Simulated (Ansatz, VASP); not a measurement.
**One calculation of Hf2H3, two programs**

```
Hf H
1.0
     3.72924    0.00000    0.00000
     0.00000    3.72924    0.00000
     0.00000    0.00000    3.72924
Hf H
2 3
Direct
  0.50000 0.50000 0.50000
  0.00000 0.00000 0.00000
  0.00000 0.50000 0.50000
  0.50000 0.00000 0.50000
  0.50000 0.50000 0.00000
```

Alike in both runs: functional PBE; k mesh 4 × 4 × 4; occupations gaussian, width 0.1 eV; no spin polarisation.

Ansatz relaxed the structure, and its values are those at the end. VASP's run is a single point on that final structure, the one shown.

```csv
,VASP,Ansatz
version,VASP 6.6.1,Ansatz 0.2.0
potentials or method,"VASP PAW PBE potentials, release 64 (Hf_pv, H), cutoff 520 eV","scalar-relativistic, plane waves, PAW"
valence electrons in the cell,23,55
```

|  | VASP | Ansatz | Ansatz less VASP |
| --- | --- | --- | --- |
| gap on the k mesh at the Fermi level (eV) | none | none | - |
| pressure (GPa) | -0.5 | -0.2 | +0.30 |

A gap of «none» marks a metal or a gap that the smearing closes. With one functional, cell and mesh, what is left measures potentials, basis and numerics. VASP's potentials hold 23 valence electrons a cell and Ansatz's 55, so a difference there can come from the potentials and not from the codes.

The k mesh is coarse, so the values compare programs but aren't converged. Neither program's run includes spin-orbit coupling.
